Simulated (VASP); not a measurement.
Write the native input for VASP 6.6.1 that does the following.

| Property | Result |
| --- | --- |
| Task | single point |
| Functional | PBE |
| Potentials or basis | VASP PAW PBE potentials, release 64 (C) |
| Cutoff | 520 eV |
| k mesh | 1 × 1 × 43 |
| Occupations | gaussian, width 0.05 eV |
| Spin | collinear spin, ferromagnetic start |
| Starting moments | [0.5, 0.5] μB |
| Dipole correction | no |
| Further INCAR settings | ALGO = Normal; EDIFF = 1e-06; NBANDS = 15 |

The structure of C lies in POSCAR:

```
C
1.0
   10.3000000000      0.0000000000      0.0000000000
    0.0000000000      9.3000000000      0.0000000000
    0.0000000000      0.0000000000      1.2826809971
C
2
Direct
    0.3224248956      0.5000000000      0.0000000000
    0.6775751044      0.5000000000      0.5000000000
```

The input as run:

INCAR

```
PREC = Accurate ; ENCUT = 520
EDIFF = 1E-6 ; ISMEAR = 0
SIGMA = 0.05 ; LREAL = False
LASPH = True ; NELM = 150
ALGO = Normal ; ISIF = 2
LWAVE = False ; LCHARG = True
ISPIN = 2 ; MAGMOM = 0.5 0.5
LORBIT = 11 ; GGA = PE
LELF = True ; LVHAR = True
NBANDS = 15
```

KPOINTS

```
regular mesh
0
Gamma
  1 1 43
```

Potentials or basis: VASP PAW PBE potentials, release 64 (C).

Run with:

```bash
$ cat potpaw_PBE.64/C/POTCAR > POTCAR
$ mpirun -np 1 vasp_std > vasp.out
```

It gave:

* Band gap on the k mesh: zero (filled and empty bands overlap)
* Net moment: 0.00 μB per cell
* Valence electrons inside the program's atomic spheres: C 2.68

Run time: 61 s on 1 thread of AMD EPYC 9R14 (Zen 4), on a shared host, peak memory 0.25 GiB.
